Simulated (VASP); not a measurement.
Runs of VASP 6.6.1 on Au. The structure is that of space group Fm-3m (No. 225), or close to it. The cells are those of the table. 

```csv
cell,gap on the mesh (eV),pressure (GPa)
"a = 2.794 Å, angles 60.0°, 1 atom",none,29.6
"a = 2.826 Å, angles 60.0°, 1 atom",none,19.9
"a = 3.010 Å, angles 60.0°, 1 atom",none,-10.9
"a = 2.878 Å, angles 60.0°, 1 atom",none,(a)
```

Alike in all rows: task single point; level r2SCAN; potentials or basis VASP PAW PBE potentials, release 64 (Au); no spin polarisation; k mesh 18 × 18 × 18; cutoff (eV) 520; smearing gaussian 0.1 eV.

Problem. Estimate the missing entries.

Solution. (a) 7.3.

Caveats: the PAW data sets were made with another functional, which shifts forces and pressure a little; spin-orbit coupling is left out, which moves the levels of the heavy elements; the cell stands under pressure (at least some runs); the cell stands under tension (at least some runs).

A k mesh can miss the band edges, and the runs leave out spin-orbit coupling on Au.

A gap of «none» marks levels without a gap at the run's occupations.
